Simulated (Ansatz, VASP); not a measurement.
C: VASP beside Ansatz

```
C
1.0
     2.46125    0.00000    0.00000
    -1.23062    2.13150    0.00000
     0.00000    0.00000    4.16530
C
4
Cartesian
  0.0000 1.4210 0.0002
  1.2306 0.7105 2.0829
  0.0000 1.4210 1.5576
  1.2306 0.7105 3.6402
```

Change from the starting cell: strained cell.

Alike in both runs: functional PBEsol; k mesh 9 × 9 × 6; occupations gaussian, width 0.02 eV; no spin polarisation.

Ansatz relaxed the structure, and its values are those at the end. VASP's run is a single point on that final structure, the one shown.

|  | VASP | Ansatz |
| --- | --- | --- |
| version | VASP 6.6.1 | Ansatz 0.2.0 |
| potentials or method | VASP PAW PBE potentials, release 64 (C), cutoff 520 eV | scalar-relativistic, plane waves, PAW |
| valence electrons in the cell | 16 | 16 |

```csv
,VASP,Ansatz,Ansatz less VASP
gap on the k mesh at the Fermi level (eV),2.87,2.89,+0.019
least direct gap on the mesh (eV),4.93,4.94,+0.002
pressure (GPa),15.1,13.8,-1.30
rms of the force components (eV/Å),0.007,0.000,-0.0068
```

VASP's potentials were made for PBE, not for PBEsol, and Ansatz warns of the same on its side. With one functional, cell and mesh, what is left measures potentials, basis and numerics. Ansatz's warnings: stress scf threshold loose.
